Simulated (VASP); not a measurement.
Crystal: Ca.

```xyz
1
Lattice="3.6300 0.0000 0.0000 0.0000 3.6300 0.0000 0.0000 0.0000 3.6300" Properties=species:S:1:pos:R:3 pbc="T T T"
Ca    0.0000    0.0000    0.0000
```

This isn't the form of Ca at room conditions, which is fcc.

* Program: VASP 6.6.1
* Task: relaxation of cell and atoms
* Functional: LDA
* Potentials or basis: VASP PAW LDA potentials, release 64 (Ca_sv)
* Cutoff: 500 eV
* k mesh: 6 × 6 × 6
* Occupations: fermi-dirac, width 0.1 eV
* Spin: no spin polarisation

At the start: pressure -2.0 GPa; volume 47.83 Å³/atom.

Q: How do energy, volume and symmetry change on relaxing?

A: Over 4 steps the energy falls by 65.4 meV/atom and the volume is 38.98 Å³/atom (-18.5 %); space group Pm-3m (No. 221, to 0.1 Å) before and after.

Step by step:
| step | energy change (eV) | largest force (eV/Å) | pressure (GPa) | volume (Å³) |
| --- | --- | --- | --- | --- |
| 1 | 0.0000 | 0.0000 | -2.03 | 47.83 |
| 2 | -0.0440 | 0.0000 | -1.35 | 43.75 |
| 3 | -0.0644 | 0.0000 | -0.33 | 40.00 |
| 4 | -0.0654 | 0.0000 | 0.02 | 38.98 |

Final structure:
```
CELL_PARAMETERS angstrom
3.39075 0.00000 0.00000
0.00000 3.39075 0.00000
0.00000 0.00000 3.39075
ATOMIC_POSITIONS crystal
Ca 0.00000 0.00000 0.00000
```

Caveat: the volume moved by over 15 % at a fixed basis, so the end points are rough.
